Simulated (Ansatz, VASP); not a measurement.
# CdS in VASP and in Ansatz

```
Cd S
1.0
     0.00000    2.96313    2.96313
     2.96313    0.00000    2.96313
     2.96313    2.96313    0.00000
Cd S
1 1
Cartesian
  0.0000 0.0000 0.0000
  1.4816 1.4816 1.4816
```

Alike in both runs: task single point; functional r2SCAN; k mesh 8 × 8 × 8; occupations gaussian, width 0.02 eV; no spin polarisation.

|  | VASP | Ansatz |
| --- | --- | --- |
| version | VASP 6.6.1 | Ansatz 0.2.0 |
| potentials or method | VASP PAW PBE potentials, release 64 (Cd, S), cutoff 520 eV | scalar-relativistic, plane waves, PAW |
| valence electrons in the cell | 18 | 26 |

|  | VASP | Ansatz | Ansatz less VASP |
| --- | --- | --- | --- |
| gap on the k mesh at the Fermi level (eV) | 1.48 | 1.49 | +0.005 |
| least direct gap on the mesh (eV) | 1.48 | 1.49 | +0.005 |
| pressure (GPa) | -1.1 | -1.4 | -0.27 |

VASP's potentials were made for PBE, not for r2SCAN. The functional is the same, so the differences come from potentials, cutoffs and numerics. VASP's potentials hold 18 valence electrons a cell and Ansatz's 26, so a difference there can come from the potentials and not from the codes.
